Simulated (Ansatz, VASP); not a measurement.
**Two plane-wave programs on Au**

INCAR

```
PREC = Accurate ; ENCUT = 520
EDIFF = 1E-7 ; ISMEAR = 0
SIGMA = 0.15 ; LREAL = False
LASPH = True ; NELM = 60
ALGO = Fast ; ISIF = 2
LWAVE = False ; LCHARG = True
GGA = PS ; LELF = True
LVHAR = True ; NBANDS = 18
```

The input KPOINTS:

```
regular mesh
0
Gamma
  20 20 10
```

Contents of POSCAR:

```
Au
1.0
    1.4113099650     -2.5559330250      0.0000000000
    1.4113099650      2.5559330250      0.0000000000
    0.0000000000      0.0000000000      4.8931696100
Au
2
Direct
    0.5590437350      0.2283877950      0.1886900468
    0.3346720300      0.6653279700      0.7500000000
```

Input for Ansatz:

```yaml
crystal:
  lattice:
    - [1.411309965, -2.555933025, 0.0]
    - [1.411309965, 2.555933025, 0.0]
    - [0.0, 0.0, 4.89316961]
  atoms:
    - { symbol: Au, position: [0.559043735, 0.228387795, 0.1886900468] }
    - { symbol: Au, position: [0.33467203, 0.66532797, 0.75] }
basis:
  ecutwfc: 420
kpoints:
  mp_grid: { grid: [20, 20, 10] }
hamiltonian:
  xc: pbesol
scf:
  occupations: { method: gaussian, width: 0.15 }
output:
  forces: true
  stress: true
  eigenvalues: true
```

Alike in both runs: task single point; functional PBEsol; k mesh 20 × 20 × 10; occupations gaussian, width 0.15 eV; no spin polarisation.

|  | VASP | Ansatz |
| --- | --- | --- |
| version | VASP 6.6.1 | Ansatz 0.2.0 |
| potentials or method | VASP PAW PBE potentials, release 64 (Au), cutoff 520 eV | scalar-relativistic, plane waves, PAW |
| valence electrons in the cell | 22 | 38 |

VASP gave:

- gap on the k mesh at the Fermi level (eV): none
- pressure (GPa): 3.2
- traceless stress, the component that is largest in VASP (GPa): 4.92
- rms of the force components (eV/Å): 1.424

Problem. Estimate Ansatz's values.

Solution. gap on the k mesh at the Fermi level (eV): none; pressure (GPa): 3.4; traceless stress, the component that is largest in VASP (GPa): 4.92; rms of the force components (eV/Å): 1.430.

VASP's potentials were made for PBE, not for PBEsol. Atom by atom the forces differ by 0.006 eV/Å (rms over components). A gap of «none» marks a metal or a gap that the smearing closes. VASP's potentials hold 22 valence electrons a cell and Ansatz's 38, so a difference there can come from the potentials and not from the codes.

Neither program's run includes spin-orbit coupling.
